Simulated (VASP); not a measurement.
# PbSe (Pm-3m) in VASP: further runs, part 2 of 2

VASP 6.6.1.

**3. Relaxation of cell and atoms, BLYP+D4**

Input file INCAR:

```
  PREC = Accurate
  ENCUT = 600
  EDIFF = 1E-6
  ISMEAR = -1
  SIGMA = 0.05
  LREAL = F
  LASPH = T
  NELM = 80
  ALGO = Normal
  ISIF = 3
  LWAVE = F
  LCHARG = F
  GGA = B5
  ALDAX = 1.0
  AGGAX = 1.0
  AGGAC = 1.0
  ALDAC = 0.0
  IVDW = 13
  VDW_S6 = 1.0
  VDW_S8 = 2.34076671
  VDW_A1 = 0.44488865
  VDW_A2 = 4.0933009
  IBRION = 2
  NSW = 60
  EDIFFG = -0.01
```

Input file KPOINTS:

```
Automatic mesh
0
Gamma
  7 7 7
```

Input file POSCAR:

```
PbSe
1.0
    3.7843220000      0.0000000000      0.0000000000
    0.0000000000      3.7843220000      0.0000000000
    0.0000000000      0.0000000000      3.7843220000
Pb Se
1 1
Direct
    0.0000000000      0.0000000000      0.0000000000
    0.5000000000      0.5000000000      0.5000000000
```

Potentials or basis: VASP PAW PBE potentials, release 64 (Pb_d, Se).

The run is started by

```sh
cat potpaw_PBE.64/Pb_d/POTCAR potpaw_PBE.64/Se/POTCAR > POTCAR
mpirun -np 1 vasp_std > vasp.out
```

OUTCAR:

```text
PREC = Accurate
   ENCUT = 600
   EDIFF = 1E-6
   ISMEAR = -1
   LREAL = F
   LASPH = T
   NELM = 80
   ISIF = 3
   GGA = B5
   IVDW = 13
   IBRION = 2
   NSW = 60
   EDIFFG = -0.01

 ion  position               nearest neighbor table
   1  0.000  0.000  0.000-   2 3.28   2 3.28   2 3.28   2 3.28   2 3.28   2 3.28   2 3.28   2 3.28

   2  0.500  0.500  0.500-   1 3.28   1 3.28   1 3.28   1 3.28   1 3.28   1 3.28   1 3.28   1 3.28

  LATTYP: Found a simple cubic cell.
 ALAT       =     3.7843220000

  Lattice vectors:

 A1 = (   3.7843220000,   0.0000000000,   0.0000000000)
 A2 = (   0.0000000000,   3.7843220000,   0.0000000000)
 A3 = (   0.0000000000,   0.0000000000,   3.7843220000)

Analysis of symmetry for initial positions (statically):
=====================================================================
 Subroutine PRICEL returns:
 Original cell was already a primitive cell.

 Routine SETGRP: Setting up the symmetry group for a
 simple cubic supercell.

 Subroutine GETGRP returns: Found 48 space group operations
 (whereof 48 operations were pure point group operations)
 out of a pool of 48 trial point group operations.

The static configuration has the point symmetry O_h .

Analysis of symmetry for dynamics (positions and initial velocities):
=====================================================================
 Subroutine PRICEL returns:
 Original cell was already a primitive cell.

 Routine SETGRP: Setting up the symmetry group for a
 simple cubic supercell.

 Subroutine GETGRP returns: Found 48 space group operations
 (whereof 48 operations were pure point group operations)
 out of a pool of 48 trial point group operations.

The dynamic configuration has the point symmetry O_h .

 Subroutine INISYM returns: Found 48 space group operations
 (whereof 48 operations are pure point group operations),
 and found     1 'primitive' translations

----------------------------------------------------------------------------------------

[... 171 lines left out ...]

  energy  without entropy=       -8.0391336239  energy(sigma->0) =       -8.04469266

--------------------------------------- Ionic step        2  -------------------------------------------

 number of electron      20.0000001 magnetization

 Free energy of the ion-electron system (eV)
  ---------------------------------------------------
  ext. energy  EPLUGINS =         0.00000000
  ---------------------------------------------------
  free energy    TOTEN  =        -6.46197144 eV

  energy without entropy =       -6.45082313  energy(sigma->0) =       -6.45639729

 E-fermi :   5.7727     XC(G=0):  -9.3669

 val. band max:        5.7545284495   @ k =   0.1429   0.1429   0.1429
 cond. band min:       6.4850500202   @ k =   0.4286   0.4286   0.2857
 fundamental gap:      0.7305215708
 Fermi energy:         5.7727191665

 k-point     1 :       0.0000    0.0000    0.0000
  band No.  band energies     occupation
      1     -11.1728      2.00000
      2     -11.1728      2.00000
      3     -11.0250      2.00000
      4     -11.0250      2.00000
      5     -11.0250      2.00000
      6      -7.3985      2.00000
      7      -1.3777      2.00000
      8       4.3190      2.00000
      9       4.3190      2.00000
     10       4.3190      2.00000
     11      11.2671      0.00000
     12      11.2671      0.00000
     13      11.7321      0.00000
     14      11.7321      0.00000
[... 309 lines left out ...]
      1     -11.1141      2.00000
      2     -11.1096      2.00000
      3     -11.1096      2.00000
      4     -10.9918      2.00000
      5     -10.9918      2.00000
      6      -5.5518      2.00000
      7      -1.0127      2.00000
      8       3.1048      2.00000
      9       3.3952      2.00000
     10       3.3952      2.00000
     11       5.7176      1.50126
     12       5.7176      1.50126
     13       6.5218      0.00000
     14      18.4171      0.00000

------------------------ aborting loop because EDIFF is reached ----------------------------------------

  DFT-D4 for vdW energy calculation

  Edisp (eV):   -1.58830

  FORCE on cell =-STRESS in cart. coord.  units (eV):
  Direction    XX          YY          ZZ          XY          YZ          ZX
  --------------------------------------------------------------------------------------
  -------------------------------------------------------------------------------------
  Total       0.00562     0.00562     0.00562     0.00000    -0.00000     0.00000
  in kB       0.16658     0.16658     0.16658     0.00000    -0.00000     0.00000
  external pressure =        0.17 kB  Pullay stress =        0.00 kB

 VOLUME and BASIS-vectors are now :
 -----------------------------------------------------------------------------
  energy-cutoff  :      600.00
  volume of cell :       54.09
      direct lattice vectors                 reciprocal lattice vectors
     3.781932636  0.000000000  0.000000000     0.264415075  0.000000000  0.000000000
    -0.000000000  3.781932636  0.000000000    -0.000000000  0.264415075  0.000000000
    -0.000000000 -0.000000000  3.781932636    -0.000000000 -0.000000000  0.264415075

 POSITION                                       TOTAL-FORCE (eV/Angst)
 -----------------------------------------------------------------------------------
      0.00000      0.00000      0.00000        -0.000000     -0.000000      0.000000
      1.89097      1.89097      1.89097         0.000000      0.000000      0.000000
 -----------------------------------------------------------------------------------
    total drift:                                0.000000     -0.000000     -0.000000

  FREE ENERGIE OF THE ION-ELECTRON SYSTEM (eV)
  ---------------------------------------------------
  free  energy   TOTEN  =        -8.0502664447 eV

  energy  without entropy=       -8.0391181397  energy(sigma->0) =       -8.04469229

 reached required accuracy - stopping structural energy minimisation
```

OSZICAR:

```text
N       E                     dE             d eps       ncg     rms          rms(c)
DAV:   1     0.165530962956E+03    0.16553E+03   -0.10718E+04   560   0.166E+03
DAV:   2     0.601969627593E+01   -0.15951E+03   -0.15682E+03   584   0.378E+02
DAV:   3    -0.676475994985E+01   -0.12784E+02   -0.12276E+02   734   0.106E+02
[... 13 lines left out ...]
DAV:   2    -0.646205719698E+01    0.58758E-03   -0.12197E-03   680   0.610E-01    0.486E-02
DAV:   3    -0.646196813310E+01    0.89064E-04   -0.37359E-04   686   0.338E-01    0.822E-03
DAV:   4    -0.646196977153E+01   -0.16384E-05   -0.68425E-06   578   0.255E-02    0.555E-03
DAV:   5    -0.646197154415E+01   -0.17726E-05   -0.14343E-06   524   0.966E-03    0.901E-04
DAV:   6    -0.646197143942E+01    0.10472E-06   -0.87214E-08   280   0.353E-03
   2 F= -.80502664E+01 E0= -.80446923E+01  d E =-.147388E-04
```

Wall time 76 s (1 thread of Intel Xeon Platinum 8259CL at 2.50GHz (Skylake/Cascade Lake), shared host); peak memory 0.17 GiB.

Results:

```
Free energy                            : -8.0503 eV
Relaxed volume                         : 27.05 Å³/atom
Relaxed cell                           : a = 3.782 Å, b = 3.782 Å, c = 3.782 Å, α = 90.00°, β = 90.00°, γ = 90.00°
Space group after relaxing (to 0.05 Å) : Pm-3m (No. 221)
Energy gained by relaxing              : 0.0 meV/atom
Ionic steps                            : 2
Pressure after relaxing                : 0.0 GPa
Band gap on the k mesh                 : zero (band 10 reaches 5.75 eV, above the bottom of band 11 at 5.72 eV)
Dispersion energy per atom             : -0.794 eV
```

Final structure:
```xyz
2
Lattice="3.7819 0.0000 0.0000 0.0000 3.7819 0.0000 0.0000 0.0000 3.7819" Properties=species:S:1:pos:R:3 pbc="T T T"
Pb    0.0000    0.0000    0.0000
Se    1.8910    1.8910    1.8910
```

Caveat: the PAW data sets were made with another functional, which shifts forces and pressure a little; spin-orbit coupling is left out, which moves the levels of the heavy elements; pairwise dispersion overbinds metals, which lowers pressure and volume.

**4. Single point, PBE**

Input file INCAR:

```
PREC = Accurate
ENCUT = 520
EDIFF = 1E-7
ISMEAR = 0
SIGMA = 0.025
LREAL = False
LASPH = True
NELM = 60
ALGO = Normal
ISIF = 2
LWAVE = False
LCHARG = True
GGA = PE
LELF = True
LVHAR = True
NBANDS = 17
```

Input file KPOINTS:

```
regular mesh
0
Gamma
  7 7 7
```

POSCAR is that of step 3.

The run is started by

```sh
cat potpaw_PBE.64/Pb_d/POTCAR potpaw_PBE.64/Se/POTCAR > POTCAR
mpirun -np 1 vasp_std > vasp.out
```

Wall time 9.6 s (1 thread of Intel Xeon 6975P-C (Granite Rapids), shared host); peak memory 0.16 GiB.

The run converged. Its results:

| Quantity | Value |
| --- | --- |
| Free energy | -7.7138 eV |
| Pressure | -0.2 GPa |
| Band gap on the k mesh | zero (band 10 reaches 5.29 eV, above the bottom of band 11 at 5.19 eV) |

Levels at points of the mesh, in eV from the Fermi level:
```tsv
k point	band 7	band 8	band 9	band 10	band 11	band 12	band 13	band 14
(0.00, 0.00, 0.00)	-6.99	-1.43	-1.43	-1.43	5.20	5.20	6.13	6.13
```

Caveat: spin-orbit coupling is left out, which moves the levels of the heavy elements.

**5. Overview**

| task | level | cell | cutoff (eV) | smearing | gap on the mesh (eV) | pressure (GPa) | relaxed volume (Å³/atom) |
| --- | --- | --- | --- | --- | --- | --- | --- |
| relaxation of cell and atoms | BLYP+D3(BJ) | relaxed | 600 | fermi-dirac 0.05 eV | none | 0.0 | 26.51 |
| relaxation of cell and atoms | BLYP+D4 | relaxed | 600 | fermi-dirac 0.05 eV | none | 0.0 | 27.05 |
| single point | PBE | as given | 520 | gaussian 0.025 eV | none | -0.2 | - |

Alike in all rows: potentials or basis VASP PAW PBE potentials, release 64 (Pb_d, Se); no spin polarisation; k mesh 7 × 7 × 7.

Caveats: spin-orbit coupling is left out, which moves the levels of the heavy elements; the PAW data sets were made with another functional, which shifts forces and pressure a little (some runs); pairwise dispersion overbinds metals, which lowers pressure and volume (some runs).

Absolute energies hang on the potentials; compare differences alone.
